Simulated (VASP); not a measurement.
# HfO2 (P-3m1) in VASP: further runs

HfO2 is run at these levels: r2SCAN; tasks: single point.

All numbers are computed with VASP 6.6.1; they aren't measurements. Logs are shortened: lines on timing, memory, paths and dates and some standing lists are left out, and cuts for length are marked.

## Step 1: The cell of the first run

The structure is trigonal, space group P-3m1 (No. 164). The conventional cell has a = 3.577 Å, b = 3.577 Å, c = 10.261 Å, α = 90.00°, β = 90.00°, γ = 120.00°. Hf (site symmetry 3m) has 7 O at 2.19 Å within 2.9 Å. Hf (site symmetry -3m) has 8 O at 2.19 Å within 2.9 Å. O (site symmetry 3m) has 4 Hf at 2.19 Å and 6 O at 2.53 Å within 2.9 Å. Within 2.9 Å of O (site symmetry 3m) lie 3 Hf at 2.19 Å and 3 O at 2.53 Å. Within 2.9 Å of O (site symmetry 3m) lie 4 Hf at 2.19 Å and 6 O at 2.53 Å.

## Step 2: Single point, r2SCAN (the distance across one plane changed)

The input, POSCAR:

```
HfO2
1.0
    2.5291609878     -2.5291609878      0.0000000000
    2.5291609878      0.0000000000     -2.5291609878
    5.9243473794      5.9243473794      5.9243473794
Hf O
3 6
Direct
    0.0000000000      0.0000000000      0.7115302916
    0.3333333333      0.3333333333      0.4269238671
    0.6666666667      0.6666666667      0.1423174426
    0.6666666667      0.6666666667      0.3557722610
    1.0000000000      0.0000000000      0.0711658364
    0.3333333333      0.3333333333      0.6403786855
    0.6666666667      0.6666666667      0.7826818977
    1.0000000000      0.0000000000      0.4980754732
    0.3333333333      0.3333333333      0.2134690487
```

The input, INCAR.step1:

```
PREC = Accurate ; ENCUT = 520
ISMEAR = 0 ; SIGMA = 0.05
LREAL = False ; LASPH = True
NELM = 80 ; NBANDS = 43
GGA = PE ; ALGO = Normal
EDIFF = 1E-4 ; LWAVE = True
LCHARG = False
```

The input, INCAR.step2:

```
PREC = Accurate ; ENCUT = 520
EDIFF = 1E-6 ; ISMEAR = 0
SIGMA = 0.05 ; LREAL = False
LASPH = True ; NELM = 80
ALGO = Normal ; ISIF = 2
LWAVE = False ; LCHARG = False
METAGGA = R2SCAN ; LMIXTAU = True
NBANDS = 43 ; ISTART = 1
```

The input, KPOINTS:

```
regular mesh
0
Gamma
  7 7 3
```

Potentials or basis: VASP PAW PBE potentials, release 64 (Hf_pv, O).

Run with:

```console
$ cat potpaw_PBE.64/Hf_pv/POTCAR potpaw_PBE.64/O/POTCAR > POTCAR
$ cp INCAR.step1 INCAR
$ mpirun -np 1 vasp_std > vasp.out
$ cp INCAR.step2 INCAR
$ mpirun -np 1 vasp_std > vasp.out
```

OUTCAR:

```text
PREC = Accurate
   ENCUT = 520
   EDIFF = 1E-6
   ISMEAR = 0
   LREAL = False
   LASPH = True
   NELM = 80
   ISIF = 2
   METAGGA = R2SCAN
   ISTART = 1

 ion  position               nearest neighbor table
   1  0.000  0.000  0.712-   6 2.19   7 2.19   7 2.19   7 2.19   6 2.19   6 2.19   8 2.19   2 3.58
                             2 3.58   2 3.58
   2  0.333  0.333  0.427-   8 2.19   4 2.19   4 2.19   8 2.19   8 2.19   6 2.19   9 2.19   4 2.19
                             3 3.58   3 3.58   1 3.58   1 3.58   1 3.58   3 3.58
   3  0.667  0.667  0.142-   9 2.19   9 2.19   5 2.19   4 2.19   9 2.19   5 2.19   5 2.19   2 3.58
                             2 3.58   2 3.58
   4  0.667  0.667  0.356-   2 2.19   2 2.19   3 2.19   2 2.19
   5  0.000  0.000  0.071-   3 2.19   3 2.19   3 2.19
   6  0.333  0.333  0.640-   1 2.19   1 2.19   1 2.19   2 2.19
   7  0.667  0.667  0.783-   1 2.19   1 2.19   1 2.19
   8  0.000  0.000  0.498-   2 2.19   2 2.19   2 2.19   1 2.19
   9  0.333  0.333  0.213-   3 2.19   3 2.19   2 2.19   3 2.19

  LATTYP: Found a hexagonal cell.
 ALAT       =     3.5767737704
 C/A-ratio  =     2.8688620868

  Lattice vectors:

 A1 = (  -2.5291609878,   0.0000000000,   2.5291609878)
 A2 = (   2.5291609878,  -2.5291609878,   0.0000000000)
 A3 = (   5.9243473794,   5.9243473794,   5.9243473794)

Analysis of symmetry for initial positions (statically):
=====================================================================
 Subroutine PRICEL returns:
 Original cell was already a primitive cell.

 Routine SETGRP: Setting up the symmetry group for a
 hexagonal supercell.

 Subroutine GETGRP returns: Found 12 space group operations
 (whereof  6 operations were pure point group operations)
 out of a pool of 24 trial point group operations.

The static configuration has the point symmetry C_3v.
 The point group associated with its full space group is D_3d.

Analysis of symmetry for dynamics (positions and initial velocities):
=====================================================================
 Subroutine PRICEL returns:
 Original cell was already a primitive cell.

 Routine SETGRP: Setting up the symmetry group for a
 hexagonal supercell.

 Subroutine GETGRP returns: Found 12 space group operations
 (whereof  6 operations were pure point group operations)
 out of a pool of 24 trial point group operations.

The dynamic configuration has the point symmetry C_3v.
 The point group associated with its full space group is D_3d.

 Subroutine INISYM returns: Found 12 space group operations
 (whereof  6 operations are pure point group operations),
 and found     1 'primitive' translations

----------------------------------------------------------------------------------------

                                     Primitive cell

  volume of cell :     113.6880

  direct lattice vectors                    reciprocal lattice vectors
     2.529160988 -2.529160988  0.000000000     0.131796013 -0.263592025  0.131796013
     2.529160988  0.000000000 -2.529160988     0.131796013  0.131796013 -0.263592025
     5.924347379  5.924347379  5.924347379     0.056264988  0.056264988  0.056264988

  length of vectors
     3.576773770  3.576773770 10.261270663     0.322832981  0.322832981  0.097453818

  position of ions in fractional coordinates (direct lattice)
     0.000000000  0.000000000  0.711530292
     0.333333333  0.333333333  0.426923867
     0.666666667  0.666666667  0.142317443
     0.666666667  0.666666667  0.355772261
     0.000000000  0.000000000  0.071165836
     0.333333333  0.333333333  0.640378685
     0.666666667  0.666666667  0.782681898
     0.000000000  0.000000000  0.498075473
     0.333333333  0.333333333  0.213469049

  ion indices of the primitive-cell ions
   primitive index   ion index
                 1           1
                 2           2
                 3           3
                 4           4
                 5           5
                 6           6
                 7           7
                 8           8
                 9           9

----------------------------------------------------------------------------------------

 KPOINTS: regular mesh

Automatic generation of k-mesh.
 Grid dimensions read from file:
 generate k-points for:    7    7    3

 Generating k-lattice:

  Cartesian coordinates                     Fractional coordinates (reciprocal lattice)
     0.018828002 -0.037656004  0.018828002     0.142857143  0.000000000  0.000000000
     0.018828002  0.018828002 -0.037656004     0.000000000  0.142857143  0.000000000
     0.018754996  0.018754996  0.018754996     0.000000000  0.000000000  0.333333333

  Length of vectors
     0.046118997  0.046118997  0.032484606

  Shift w.r.t. Gamma in fractional coordinates (k-lattice)
     0.000000000  0.000000000  0.000000000

 Subroutine IBZKPT returns following result:
 ===========================================

 Found     20 irreducible k-points:

 Following reciprocal coordinates:
            Coordinates               Weight
  0.000000  0.000000  0.000000      1.000000
  0.142857  0.000000  0.000000      6.000000
  0.285714  0.000000  0.000000      6.000000
  0.428571  0.000000  0.000000      6.000000
  0.285714  0.142857  0.000000      6.000000
  0.428571  0.142857  0.000000     12.000000
[... 12 lines left out ...]
 -0.428571  0.142857  0.333333     12.000000
 -0.428571  0.285714  0.333333     12.000000
   k-points           NKPTS =     20   k-points in BZ     NKDIM =     20   number of bands    NBANDS=     43
   number of dos      NEDOS =    301   number of ions     NIONS =      9
   total plane-waves  NPLWV =  62720
   dimension x,y,z NGX =    28 NGY =   28 NGZ =   80
   dimension x,y,z NGXF=    56 NGYF=   56 NGZF=  160
   ions per type =               3   6
   NGX,Y,Z   is equivalent  to a cutoff of  13.01, 13.01, 12.96 a.u.
   NGXF,Y,Z  is equivalent  to a cutoff of  26.03, 26.03, 25.92 a.u.
 SYSTEM =  unknown system
   PREC   = accura    normal or accurate (medium, high low for compatibility)
   ISTART =      1    job   : 0-new  1-cont  2-samecut
   ICHARG =      0    charge: 1-file 2-atom 10-const
   ISPIN  =      1    spin polarized calculation?
   LNONCOLLINEAR =      F non collinear calculations
   LSORBIT =      F    spin-orbit coupling
   LASPH  =      T    aspherical Exc in radial PAW
   ENCUT  =  520.0 eV  38.22 Ry    6.18 a.u.   6.65  6.65 19.08*2*pi/ulx,y,z
   NELM   =     80;   NELMIN=  2; NELMDL=  0     # of ELM steps
   EDIFF  = 0.1E-05   stopping-criterion for ELM
   LREAL  =      F    real-space projection
   EDIFFG = 0.1E-04   stopping-criterion for IOM
   NSW    =      0    number of steps for IOM
   IBRION =     -1    ionic relax: 0-MD 1-quasi-New 2-CG
   NFREE  =      0    steps in history (QN), initial steepest desc. (CG)
   ISIF   =      2    stress and relaxation
   ISYM   =      2    0-nonsym 1-usesym 2-fastsym
   POTIM  = 0.5000    time-step for ionic-motion
   TEBEG  =    0.0;   TEEND  =   0.0 temperature during run
   PSTRESS=    0.0 pullay stress
   NELECT =      66.0000    total number of electrons
   NUPDOWN=      -1.0000    fix difference up-down
   EMIN   =  10.00;   EMAX   =-10.00  energy-range for DOS
   EFERMI =   0.00;   METHOD = LEGACY
   ISMEAR =     0;   SIGMA  =   0.05  broadening in eV -4-tet -1-fermi 0-gaus
   EFERMI_NEDOS =   21; number of points for ismear=-14 and -15
   IALGO  =     38    algorithm
   IMIX   =      4    mixing-type and parameters
     AMIX     =   0.40;   BMIX     =  1.00
     AMIX_MAG =   1.60;   BMIX_MAG =  1.00
  volume/ion in A,a.u.               =      12.63        85.24
  Fermi-wavevector in a.u.,A,eV,Ry     =   1.365687  2.580775 25.376247  1.865102
  Thomas-Fermi vector in A             =   2.491894
   LORBIT       =      0    0 simple, 1 ext, 2 COOP (PROOUT), +10 PAW based schemes
   METAGGA = R2SCAN    functional components
   LHFCALC =     F    Hartree Fock is set to
   AEXX    =    0.0000 exact exchange contribution
   IVDW    =     0    specifies the selected vdW correction
   LEPSILON=     F    determine dielectric tensor
   LRPA    =     F    only Hartree local field effects (RPA)
 non-spin polarized calculation
 Gauss-broadening in eV      SIGMA  =   0.05
  energy-cutoff  :      520.00
  volume of cell :      113.69
 maximum number of plane-waves:      3092
   NGX = 13   NGY = 13   NGZ = 39

 number of electron      65.9999995 magnetization

 Free energy of the ion-electron system (eV)
  ---------------------------------------------------
  ext. energy  EPLUGINS =         0.00000000
  ---------------------------------------------------
  free energy    TOTEN  =      -204.17642319 eV

  energy without entropy =     -204.17642319  energy(sigma->0) =     -204.17642319

 E-fermi :   2.5215     XC(G=0): -11.4767

 val. band max:        2.2154017935   @ k =  -0.4286   0.1429  -0.0000
 cond. band min:       6.9319764109   @ k =   0.0000   0.0000   0.0000
 fundamental gap:      4.7165746174
 Fermi energy:         2.5215227349

 k-point     1 :       0.0000    0.0000    0.0000
  band No.  band energies     occupation
      1     -28.7515      2.00000
      2     -28.6460      2.00000
      3     -28.4112      2.00000
      4     -28.3604      2.00000
      5     -28.3604      2.00000
      6     -28.2765      2.00000
[... 35 lines left out ...]
     42       9.9411      0.00000
     43      10.4255      0.00000

 k-point     2 :       0.1429    0.0000    0.0000
  band No.  band energies     occupation
      1     -28.7310      2.00000
      2     -28.6461      2.00000
      3     -28.4315      2.00000
      4     -28.4203      2.00000
      5     -28.3730      2.00000
      6     -28.3426      2.00000
[... 820 lines left out ...]
 k-point    20 :      -0.4286    0.2857    0.3333
  band No.  band energies     occupation
      1     -28.7101      2.00000
      2     -28.6419      2.00000
      3     -28.6094      2.00000
      4     -28.5511      2.00000
      5     -28.5219      2.00000
      6     -28.4965      2.00000
[... 35 lines left out ...]
     42      10.1109      0.00000
     43      10.1581      0.00000

------------------------ aborting loop because EDIFF is reached ----------------------------------------

  FORCE on cell =-STRESS in cart. coord.  units (eV):
  Direction    XX          YY          ZZ          XY          YZ          ZX
  --------------------------------------------------------------------------------------
  -------------------------------------------------------------------------------------
  Total       -8.2230346     -8.2230346     -8.2230346      1.6695480      1.6695480      1.6695480
  in kB     -115.8852011   -115.8852011   -115.8852011     23.5285294     23.5285294     23.5285294
  external PRESSURE =    -115.8852011 kB  Pullay stress =       0.0000000 kB

 VOLUME and BASIS-vectors are now :
 -----------------------------------------------------------------------------
  energy-cutoff  :      520.00
  volume of cell :      113.69
      direct lattice vectors                 reciprocal lattice vectors
     2.529160988 -2.529160988  0.000000000     0.131796013 -0.263592025  0.131796013
     2.529160988  0.000000000 -2.529160988     0.131796013  0.131796013 -0.263592025
     5.924347379  5.924347379  5.924347379     0.056264988  0.056264988  0.056264988

 POSITION                                       TOTAL-FORCE (eV/Angst)
 -----------------------------------------------------------------------------------
      4.21535      4.21535      4.21535        -0.495807     -0.495807     -0.495807
      4.21535      1.68619      1.68619        -0.000000     -0.000000     -0.000000
      4.21535     -0.84297     -0.84297         0.495807      0.495807      0.495807
      5.47993      0.42161      0.42161        -0.248894     -0.248894     -0.248894
      0.42161      0.42161      0.42161        -0.355315     -0.355315     -0.355315
      5.47993      2.95077      2.95077        -0.185686     -0.185686     -0.185686
      8.00909      2.95077      2.95077         0.355315      0.355315      0.355315
      2.95077      2.95077      2.95077         0.248894      0.248894      0.248894
      2.95077      0.42161      0.42161         0.185686      0.185686      0.185686
 -----------------------------------------------------------------------------------
    total drift:                                0.000196      0.000196      0.000196

  FREE ENERGIE OF THE ION-ELECTRON SYSTEM (eV)
  ---------------------------------------------------
  free  energy   TOTEN  =      -204.1764231924 eV

  energy  without entropy=     -204.1764231924  energy(sigma->0) =     -204.17642319
```

It took 14 min on 1 thread of Intel Xeon 8259CL, shared host; peak memory 0.3 GiB.

What came out:

| Property | Result |
| --- | --- |
| Free energy | -204.1764 eV |
| Pressure | -11.6 GPa |
| Largest force | 0.859 eV/Å |
| Band gap on the k mesh | 4.72 eV (least direct gap 4.79 eV) |

Forces in eV/Å, atoms in the order of the input:
```
Hf  -0.496 -0.496 -0.496
Hf   0.000  0.000  0.000
Hf   0.496  0.496  0.496
O   -0.249 -0.249 -0.249
O   -0.355 -0.355 -0.355
O   -0.186 -0.186 -0.186
O    0.355  0.355  0.355
O    0.249  0.249  0.249
O    0.186  0.186  0.186
```

Caveat: the cell differs from its parent crystal (the distance across one plane changed); the cell stands under tension; the PAW data sets were made with another functional, which shifts forces and pressure a little; spin-orbit coupling is left out, which moves the levels of the heavy elements; an odd mesh through Γ misses points on the zone boundary, where band edges can lie.

## Step 3: Single point, r2SCAN (the distance across one plane changed)

The input, POSCAR:

```
HfO2
1.0
    2.5291609878     -2.5291609878      0.0000000000
    2.5291609878      0.0000000000     -2.5291609878
    6.2130225140      6.2130225140      6.2130225140
Hf O
3 6
Direct
    0.0000000000      0.0000000000      0.6784705204
    0.3333333333      0.3333333333      0.4070877399
    0.6666666667      0.6666666667      0.1357049594
    0.6666666667      0.6666666667      0.3392420448
    1.0000000000      0.0000000000      0.0678592643
    0.3333333333      0.3333333333      0.6106248253
    0.6666666667      0.6666666667      0.7463162155
    1.0000000000      0.0000000000      0.4749334350
    0.3333333333      0.3333333333      0.2035506545
```

The input, INCAR.step1:

```
PREC     = Accurate       # precision mode
ENCUT    = 520            # plane-wave cutoff, eV
ISMEAR   = 0              # smearing method
SIGMA    = 0.05           # smearing width, eV
LREAL    = False          # projectors in reciprocal space
LASPH    = True           # aspherical terms in the spheres
NELM     = 80             # most SCF steps
NBANDS   = 43             # bands
GGA      = PE             # functional
ALGO     = Normal         # electronic algorithm
EDIFF    = 1E-4           # SCF threshold, eV
LWAVE    = True           # write WAVECAR
LCHARG   = False          # write CHGCAR
```

The input, INCAR.step2:

```
PREC     = Accurate       # precision mode
ENCUT    = 520            # plane-wave cutoff, eV
EDIFF    = 1E-6           # SCF threshold, eV
ISMEAR   = 0              # smearing method
SIGMA    = 0.05           # smearing width, eV
LREAL    = False          # projectors in reciprocal space
LASPH    = True           # aspherical terms in the spheres
NELM     = 80             # most SCF steps
ALGO     = Normal         # electronic algorithm
ISIF     = 2              # what is computed and relaxed
LWAVE    = False          # write WAVECAR
LCHARG   = True           # write CHGCAR
METAGGA  = R2SCAN         # meta-GGA
LMIXTAU  = True         
LELF     = True           # ELF
LVHAR    = True         
NBANDS   = 43             # bands
ISTART   = 1
```

The input, KPOINTS:

```
Automatic mesh
0
Gamma
  7 7 3
```

Potentials or basis: VASP PAW PBE potentials, release 64 (Hf_pv, O).

Run with:

```console
$ cat potpaw_PBE.64/Hf_pv/POTCAR potpaw_PBE.64/O/POTCAR > POTCAR
$ cp INCAR.step1 INCAR
$ mpirun -np 1 vasp_std > vasp.out
$ cp INCAR.step2 INCAR
$ mpirun -np 1 vasp_std > vasp.out
```

Wall time 17 min (1 thread of Intel Xeon 8259CL, shared host); peak memory 0.3 GiB.

The run converged. Its results:

| Property | Result |
| --- | --- |
| Free energy | -204.0606 eV |
| Pressure | -11.1 GPa |
| Largest force | 1.013 eV/Å |
| Band gap on the k mesh | 4.74 eV (least direct gap 4.81 eV) |

Forces in eV/Å, atoms in the order of the input:
```
Hf  -0.585 -0.585 -0.585
Hf   0.000  0.000  0.000
Hf   0.585  0.585  0.585
O   -0.249 -0.249 -0.249
O   -0.335 -0.335 -0.335
O   -0.186 -0.186 -0.186
O    0.335  0.335  0.335
O    0.249  0.249  0.249
O    0.186  0.186  0.186
```

Stress tensor (GPa, compression positive):
```
-11.08   2.68   2.68
  2.68 -11.08   2.68
  2.68   2.68 -11.08
```

Levels at points of the mesh, in eV from the valence-band top:
| k point | band 29 | band 30 | band 31 | band 32 | band 33 | band 34 | band 35 | band 36 | band 37 | band 38 |
| --- | --- | --- | --- | --- | --- | --- | --- | --- | --- | --- |
| (0.00, 0.00, 0.00) | -0.78 | -0.66 | -0.66 | -0.37 | -0.37 | 4.74 | 4.74 | 4.94 | 5.11 | 5.11 |

Caveat: the cell differs from its parent crystal (the distance across one plane changed); the cell stands under tension; the PAW data sets were made with another functional, which shifts forces and pressure a little; spin-orbit coupling is left out, which moves the levels of the heavy elements; an odd mesh through Γ misses points on the zone boundary, where band edges can lie.

(Continued in part 2 of 2.)
